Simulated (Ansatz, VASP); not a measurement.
**Two plane-wave programs on ZrB2**

```
Zr B
1.0
     3.17000    0.00000    0.00000
    -1.58500    2.74530    0.00000
     0.00000    0.00000    3.53300
Zr B
1 2
Direct
  0.00000 0.00000 0.00000
  0.33333 0.66667 0.50000
  0.66667 0.33333 0.50000
```

Alike in both runs: task single point; functional PBE; k mesh 10 × 10 × 8; occupations fermi-dirac, width 0.1 eV; no spin polarisation.

|  | VASP | Ansatz |
| --- | --- | --- |
| version | VASP 6.6.1 | Ansatz 0.2.0 |
| potentials or method | VASP PAW PBE potentials, release 64 (Zr_sv, B), cutoff 500 eV | plane waves, PAW |
| valence electrons in the cell | 18 | 18 |

|  | VASP | Ansatz | Ansatz less VASP |
| --- | --- | --- | --- |
| pressure (GPa) | 1.0 | 0.8 | -0.19 |
| traceless stress, the component that is largest in VASP (GPa) | 0.65 | 0.61 | -0.035 |

With one functional, cell and mesh, what is left measures potentials, basis and numerics. Ansatz's warnings: structure snapped to symmetry.
